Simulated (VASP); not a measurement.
# SiC (Imm2) in VASP: notebook, part 2 of 2

VASP 6.6.1.

## Step 6: Single point, PBE (strain +0.0525 x Voigt [0, 0, 0, 0, 1, 0])

Contents of INCAR:

```
PREC = Accurate
ENCUT = 520
EDIFF = 1E-6
ISMEAR = 0
SIGMA = 0.05
LREAL = False
LASPH = True
NELM = 100
ALGO = Normal
ISIF = 2
LWAVE = False
LCHARG = False
GGA = PE
NBANDS = 11
```

Contents of KPOINTS:

```
regular mesh
0
Gamma
  12 12 12
```

Contents of POSCAR:

```
SiC
1.0
    0.0570675000      2.1740000000      2.1740000000
    2.2310675000      0.0000000000      2.2310675000
    2.1740000000      2.1740000000      0.0570675000
Si C
1 1
Direct
    0.0000000000      0.0000000000      0.0000000000
    0.7500000000      0.7500000000      0.7500000000
```

Potentials or basis: VASP PAW PBE potentials, release 64 (Si, C).

The run is started by

```console
cat potpaw_PBE.64/Si/POTCAR potpaw_PBE.64/C/POTCAR > POTCAR
mpirun -np 1 vasp_std > vasp.out
```

OUTCAR:

```text
PREC = Accurate
   ENCUT = 520
   EDIFF = 1E-6
   ISMEAR = 0
   LREAL = False
   LASPH = True
   NELM = 100
   ISIF = 2
   GGA = PE

 ion  position               nearest neighbor table
   1  0.000  0.000  0.000-   2 1.85   2 1.85   2 1.92   2 1.92
   2  0.750  0.750  0.750-   1 1.85   1 1.85   1 1.92   1 1.92

  LATTYP: Found a body centered orthorhombic cell.
 ALAT       =     2.9937946521
 B/A-ratio  =     1.0539152760
 C/A-ratio  =     1.4523374196

  Lattice vectors:

 A1 = (   0.0570675000,  -2.1740000000,   2.1740000000)
 A2 = (  -0.0570675000,  -2.1740000000,  -2.1740000000)
 A3 = (   2.1740000000,   2.1740000000,   0.0570675000)

Analysis of symmetry for initial positions (statically):
=====================================================================
 Subroutine PRICEL returns:
 Original cell was already a primitive cell.

 Routine SETGRP: Setting up the symmetry group for a
 body centered orthorhombic supercell.

 Subroutine GETGRP returns: Found  4 space group operations
 (whereof  4 operations were pure point group operations)
 out of a pool of  8 trial point group operations.

The static configuration has the point symmetry C_2v.

Analysis of symmetry for dynamics (positions and initial velocities):
=====================================================================
 Subroutine PRICEL returns:
 Original cell was already a primitive cell.

 Routine SETGRP: Setting up the symmetry group for a
 body centered orthorhombic supercell.

 Subroutine GETGRP returns: Found  4 space group operations
 (whereof  4 operations were pure point group operations)
 out of a pool of  8 trial point group operations.

The dynamic configuration has the point symmetry C_2v.

 Subroutine INISYM returns: Found  4 space group operations
 (whereof  4 operations are pure point group operations),
 and found     1 'primitive' translations

----------------------------------------------------------------------------------------

                                     Primitive cell

  volume of cell :      20.5357

  direct lattice vectors                    reciprocal lattice vectors
     0.057067500  2.174000000  2.174000000    -0.236190809  0.229990800  0.236190809
     2.231067500  0.000000000  2.231067500     0.224107966 -0.229990800  0.224107966
     2.174000000  2.174000000  0.057067500     0.236190809  0.229990800 -0.236190809

  length of vectors
     3.075029870  3.155205917  3.075029870     0.405546501  0.391592300  0.405546501

  position of ions in fractional coordinates (direct lattice)
     0.000000000  0.000000000  0.000000000
     0.750000000  0.750000000  0.750000000

  ion indices of the primitive-cell ions
   primitive index   ion index
                 1           1
                 2           2

----------------------------------------------------------------------------------------

 KPOINTS: regular mesh

Automatic generation of k-mesh.
 Grid dimensions read from file:
 generate k-points for:   12   12   12

 Generating k-lattice:

  Cartesian coordinates                     Fractional coordinates (reciprocal lattice)
    -0.019682567  0.019165900  0.019682567     0.083333333  0.000000000  0.000000000
     0.018675664 -0.019165900  0.018675664    -0.000000000  0.083333333 -0.000000000
     0.019682567  0.019165900 -0.019682567     0.000000000  0.000000000  0.083333333

  Length of vectors
     0.033795542  0.032632692  0.033795542

  Shift w.r.t. Gamma in fractional coordinates (k-lattice)
     0.000000000  0.000000000  0.000000000

 Subroutine IBZKPT returns following result:
 ===========================================

 Found    280 irreducible k-points:

 Following reciprocal coordinates:
            Coordinates               Weight
  0.000000  0.000000  0.000000      1.000000
  0.083333  0.000000 -0.000000      4.000000
  0.166667  0.000000 -0.000000      4.000000
  0.250000  0.000000  0.000000      4.000000
  0.333333  0.000000 -0.000000      4.000000
  0.416667  0.000000 -0.000000      4.000000
[... 16 lines left out ...]
  0.250000  0.166667 -0.000000      8.000000
  0.333333  0.166667 -0.000000      8.000000
 [... further k-points ...]
   k-points           NKPTS =    280   k-points in BZ     NKDIM =    280   number of bands    NBANDS=     11
   number of dos      NEDOS =    301   number of ions     NIONS =      2
   total plane-waves  NPLWV =  13824
   dimension x,y,z NGX =    24 NGY =   24 NGZ =   24
   dimension x,y,z NGXF=    48 NGYF=   48 NGZF=   48
   ions per type =               1   1
   NGX,Y,Z   is equivalent  to a cutoff of  12.98, 12.65, 12.98 a.u.
   NGXF,Y,Z  is equivalent  to a cutoff of  25.95, 25.29, 25.95 a.u.
 SYSTEM =  unknown system
   PREC   = accura    normal or accurate (medium, high low for compatibility)
   ISTART =      0    job   : 0-new  1-cont  2-samecut
   ICHARG =      2    charge: 1-file 2-atom 10-const
   ISPIN  =      1    spin polarized calculation?
   LNONCOLLINEAR =      F non collinear calculations
   LSORBIT =      F    spin-orbit coupling
   LASPH  =      T    aspherical Exc in radial PAW
   ENCUT  =  520.0 eV  38.22 Ry    6.18 a.u.   5.72  5.87  5.72*2*pi/ulx,y,z
   NELM   =    100;   NELMIN=  2; NELMDL= -5     # of ELM steps
   EDIFF  = 0.1E-05   stopping-criterion for ELM
   LREAL  =      F    real-space projection
   EDIFFG = 0.1E-04   stopping-criterion for IOM
   NSW    =      0    number of steps for IOM
   IBRION =     -1    ionic relax: 0-MD 1-quasi-New 2-CG
   NFREE  =      0    steps in history (QN), initial steepest desc. (CG)
   ISIF   =      2    stress and relaxation
   ISYM   =      2    0-nonsym 1-usesym 2-fastsym
   POTIM  = 0.5000    time-step for ionic-motion
   TEBEG  =    0.0;   TEEND  =   0.0 temperature during run
   PSTRESS=    0.0 pullay stress
   NELECT =       8.0000    total number of electrons
   NUPDOWN=      -1.0000    fix difference up-down
   EMIN   =  10.00;   EMAX   =-10.00  energy-range for DOS
   EFERMI =   0.00;   METHOD = LEGACY
   ISMEAR =     0;   SIGMA  =   0.05  broadening in eV -4-tet -1-fermi 0-gaus
   EFERMI_NEDOS =   21; number of points for ismear=-14 and -15
   IALGO  =     38    algorithm
   IMIX   =      4    mixing-type and parameters
     AMIX     =   0.40;   BMIX     =  1.00
     AMIX_MAG =   1.60;   BMIX_MAG =  1.00
  volume/ion in A,a.u.               =      10.27        69.29
  Fermi-wavevector in a.u.,A,eV,Ry     =   1.195644  2.259439 19.450394  1.429564
  Thomas-Fermi vector in A             =   2.331604
   LORBIT       =      0    0 simple, 1 ext, 2 COOP (PROOUT), +10 PAW based schemes
   GGA     = PE    functional components
   LHFCALC =     F    Hartree Fock is set to
   AEXX    =    0.0000 exact exchange contribution
   IVDW    =     0    specifies the selected vdW correction
   LEPSILON=     F    determine dielectric tensor
   LRPA    =     F    only Hartree local field effects (RPA)
 non-spin polarized calculation
 Gauss-broadening in eV      SIGMA  =   0.05
  energy-cutoff  :      520.00
  volume of cell :       20.54
 maximum number of plane-waves:       565
   NGX = 11   NGY = 11   NGZ = 11

 number of electron       8.0000000 magnetization

 Free energy of the ion-electron system (eV)
  ---------------------------------------------------
  ext. energy  EPLUGINS =         0.00000000
  ---------------------------------------------------
  free energy    TOTEN  =       -15.00424981 eV

  energy without entropy =      -15.00424981  energy(sigma->0) =      -15.00424981

 E-fermi :   8.6573     XC(G=0): -11.3888

 val. band max:        8.3539785759   @ k =   0.0000   0.0000   0.0000
 cond. band min:       9.4399309989   @ k =   0.5000   0.0000   0.5000
 fundamental gap:      1.0859524231
 Fermi energy:         8.6573134694

 k-point     1 :       0.0000    0.0000    0.0000
  band No.  band energies     occupation
      1      -7.2769      2.00000
      2       8.0450      2.00000
      3       8.1655      2.00000
      4       8.3540      2.00000
      5      14.0427      0.00000
      6      14.9602      0.00000
      7      16.0488      0.00000
      8      16.1796      0.00000
      9      22.7373      0.00000
     10      22.7925      0.00000
     11      24.7678      0.00000
[... 309 lines left out ...]
 k-point    24 :       0.3333    0.1667   -0.0000
  band No.  band energies     occupation
      1      -5.2691      2.00000
      2       3.4722      2.00000
      3       6.3544      2.00000
      4       6.4406      2.00000
      5      13.0021      0.00000
      6      15.6216      0.00000
      7      16.7108      0.00000
      8      17.8624      0.00000
      9      21.0858      0.00000
     10      24.3741      0.00000
     11      25.9169      0.00000

 [... further k-points ...]
[... 5 lines left out ...]
  --------------------------------------------------------------------------------------
  -------------------------------------------------------------------------------------
  Total        0.7422580      0.6649674      0.7422580      0.0000000      0.0000000     -1.8891447
  in kB       57.9103571     51.8802058     57.9103571      0.0000000      0.0000000   -147.3895025
  external PRESSURE =      55.9003067 kB  Pullay stress =       0.0000000 kB

 VOLUME and BASIS-vectors are now :
 -----------------------------------------------------------------------------
  energy-cutoff  :      520.00
  volume of cell :       20.54
      direct lattice vectors                 reciprocal lattice vectors
     0.057067500  2.174000000  2.174000000    -0.236190809  0.229990800  0.236190809
     2.231067500  0.000000000  2.231067500     0.224107966 -0.229990800  0.224107966
     2.174000000  2.174000000  0.057067500     0.236190809  0.229990800 -0.236190809

 POSITION                                       TOTAL-FORCE (eV/Angst)
 -----------------------------------------------------------------------------------
      0.00000      0.00000      0.00000         0.000000     -0.461832      0.000000
      3.34660      3.26100      3.34660         0.000000      0.461832     -0.000000
 -----------------------------------------------------------------------------------
    total drift:                               -0.000000     -0.000200     -0.000000

  FREE ENERGIE OF THE ION-ELECTRON SYSTEM (eV)
  ---------------------------------------------------
  free  energy   TOTEN  =       -15.0042498095 eV

  energy  without entropy=      -15.0042498095  energy(sigma->0) =      -15.00424981
```

Wall time 15 s (1 thread of Intel Xeon 6975P-C (Granite Rapids), shared host); peak memory 0.18 GiB.

What came out:

```yaml
Free_energy: -15.0042 eV
Pressure: 5.6 GPa
Largest_force: 0.462 eV/Å
Band_gap_on_the_k_mesh: 1.09 eV, indirect (least direct gap 4.02 eV)
```

Forces in eV/Å, atoms in the order of the input:
```
Si   0.000 -0.462  0.000
C    0.000  0.462  0.000
```

Stress tensor (GPa, compression positive):
```
  5.79   0.00 -14.74
  0.00   5.19   0.00
-14.74   0.00   5.79
```

Caveat: the cell differs from its parent crystal (strain +0.0525 x Voigt [0, 0, 0, 0, 1, 0]).

## Step 7: Overview

```tsv
cell	gap on the mesh (eV)	pressure (GPa)	largest force (eV/Å)
a = 3.075, b = 2.982 Å, angles 61.0, 62.0, 61.0°, 2 atoms	1.03	5.8	0.53
a = 3.075, b = 3.144 Å, angles 59.3, 58.5, 59.3°, 2 atoms	1.14	5.4	0.39
a = 3.075, b = 3.028 Å, angles 60.5, 61.0, 60.5°, 2 atoms	1.23	5.0	0.26
a = 3.075, b = 3.098 Å, angles 59.8, 59.5, 59.8°, 2 atoms	1.30	4.9	0.13
a = 3.075, b = 3.155 Å, angles 59.1, 58.3, 59.1°, 2 atoms	1.09	5.6	0.46
```

Alike in all rows: task single point; level PBE; potentials or basis VASP PAW PBE potentials, release 64 (Si, C); no spin polarisation; k mesh 12 × 12 × 12; cutoff (eV) 520; smearing gaussian 0.05 eV.

Absolute energies hang on the potentials; compare differences alone.
